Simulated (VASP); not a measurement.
Wanted: the native input for a VASP 6.6.1 run.

| Quantity | Value |
| --- | --- |
| Task | single point |
| Functional | PBE |
| Potentials or basis | VASP PAW PBE potentials, release 64 (In_d, Se) |
| Cutoff | 520 eV |
| k mesh | 7 × 7 × 7 |
| Occupations | fermi-dirac, width 0.01 eV |
| Spin | no spin polarisation |
| Dipole correction | no |
| Further INCAR settings | ALGO = Normal; EDIFF = 1e-06; NBANDS = 27 |

The structure of InSe lies in POSCAR:

```
InSe
1.0
    1.9999996503      1.1547003365      8.0671699000
   -1.9999996503      1.1547003365      8.0671699000
    0.0000000000     -2.3094006730      8.0671699000
In Se
2 2
Direct
    0.0000000000      0.0000000000      0.0000000000
    0.1122000000      0.1122000000      0.1122000000
    0.6155000000      0.6155000000      0.6155000000
    0.8300000000      0.8300000000      0.8300000000
```

This cell differs from its parent crystal: zz strain of -3 %.

The input as run:

INCAR

```
  PREC = Accurate
  ENCUT = 520
  EDIFF = 1E-6
  ISMEAR = -1
  SIGMA = 0.01
  LREAL = False
  LASPH = True
  NELM = 60
  ALGO = Normal
  ISIF = 2
  LWAVE = False
  LCHARG = True
  GGA = PE
  LELF = True
  LVHAR = True
  NBANDS = 27
```

KPOINTS

```
regular mesh
0
Gamma
  7 7 7
```

Potentials or basis: VASP PAW PBE potentials, release 64 (In_d, Se).

Run with:

```sh
$ cat potpaw_PBE.64/In_d/POTCAR potpaw_PBE.64/Se/POTCAR > POTCAR
$ mpirun -np 1 vasp_std > vasp.out
```

Results of the run:

```json
{"Pressure": "4.8 GPa", "Largest force": "0.410 eV/Å", "Band gap on the k mesh": "0.70 eV"}
```

Caveat: the cell differs from its parent crystal (zz strain of -3 %); the cell stands under pressure; spin-orbit coupling is left out, which moves the levels of the heavy elements; an odd mesh through Γ misses points on the zone boundary, where band edges can lie.

Run time: 4.7 min on 1 thread of Intel(R) Xeon(R) Platinum 8488C (Sapphire Rapids) (shared host), peak memory 0.57 GiB.
